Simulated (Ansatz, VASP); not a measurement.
TiB in VASP and in Ansatz

```
Ti B
1.0
     0.00000    2.14302    2.10100
     2.14302    0.00000    2.10100
     2.14302    2.14302    0.00000
Ti B
1 1
Direct
  0.75000 0.75000 0.75000
  0.00000 0.00000 0.00000
```

Change from the starting cell: equal xx and yy strain of +2 %, PAW files.

Alike in both runs: task electric field gradients; functional LDA; k mesh 13 × 13 × 13; occupations fermi-dirac, width 0.05 eV; no spin polarisation.

|  | VASP | Ansatz |
| --- | --- | --- |
| version | VASP 6.6.1 | Ansatz 0.2.0 |
| potentials or method | VASP PAW LDA potentials, release 64 (Ti_sv, B) | PAW with Ansatz's default frozen-core files, scalar-relativistic |
| plane-wave cutoff (eV) | 420 | 420 |
| valence electrons in the cell | 15 | 15 |

```csv
,VASP,Ansatz,Ansatz less VASP
size of Vzz on the site where it differs most (V/Å²),3.6,3.5,-0.10
```

LDA's correlation is that of Perdew and Zunger in VASP and of Perdew and Wang (1992) in Ansatz.

Noted on VASP's run: the cell as given lies far from equilibrium.
